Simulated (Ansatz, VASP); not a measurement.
# Two plane-wave programs on CdH2O2

```
Cd H O
1.0
     3.41006    0.00000    0.00000
    -1.70503    2.95320    0.00000
     0.00000    0.00000    4.71262
Cd H O
1 2 2
Direct
  0.00000 0.00000 0.00000
  0.66667 0.33333 0.55096
  0.33333 0.66667 0.44904
  0.66667 0.33333 0.75937
  0.33333 0.66667 0.24063
```

Change from the starting cell: strain -0.030 along x and y, +0.015 along z, atoms carried along.

Alike in both runs: task single point; functional PBEsol; k mesh 9 × 9 × 6; occupations gaussian, width 0.05 eV; no spin polarisation.

|  | VASP | Ansatz |
| --- | --- | --- |
| version | VASP 6.6.1 | Ansatz 0.2.0 |
| potentials or method | VASP PAW PBE potentials, release 64 (Cd_sv_GW, H, O), cutoff 700 eV | scalar-relativistic, plane waves, PAW |
| valence electrons in the cell | 34 | 34 |

```csv
,VASP,Ansatz,Ansatz less VASP
gap on the k mesh at the Fermi level (eV),1.70,1.70,+0.003
least direct gap on the mesh (eV),1.98,1.98,+0.001
pressure (GPa),3.0,3.0,+0.02
"traceless stress, the component that is largest in VASP (GPa)",-3.38,-3.92,-0.532
rms of the force components (eV/Å),0.092,0.143,+0.0508
```

VASP's potentials were made for PBE, not for PBEsol. Atom by atom the forces differ by 0.056 eV/Å (rms over components).
